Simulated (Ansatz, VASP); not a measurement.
## One calculation of MoS2, two programs

```
Mo S
1.0
     3.26021    0.00000    0.00000
    -1.63011    2.82343    0.00000
     0.00000    0.00000    6.69713
Mo S
1 2
Direct
  0.00000 0.00000 0.00000
  0.33333 0.66667 0.23579
  0.33333 0.66667 0.76421
```

Alike in both runs: task single point; functional PBE; dispersion D3(BJ); k mesh 12 × 12 × 6; occupations gaussian, width 0.05 eV; no spin polarisation.

|  | VASP | Ansatz |
| --- | --- | --- |
| version | VASP 6.6.1 | Ansatz 0.2.0 |
| potentials or method | VASP PAW PBE potentials, release 64 (Mo_sv, S), cutoff 500 eV | scalar-relativistic, plane waves, PAW |
| valence electrons in the cell | 26 | 26 |

```csv
,VASP,Ansatz,Ansatz less VASP
gap on the k mesh at the Fermi level (eV),0.94,0.93,-0.013
least direct gap on the mesh (eV),1.47,1.46,-0.003
pressure (GPa),-9.0,-8.9,+0.09
"traceless stress, the component that is largest in VASP (GPa)",1.96,1.99,+0.029
rms of the force components (eV/Å),0.392,0.388,-0.0038
```

Atom by atom the forces differ by 0.004 eV/Å (rms over components).
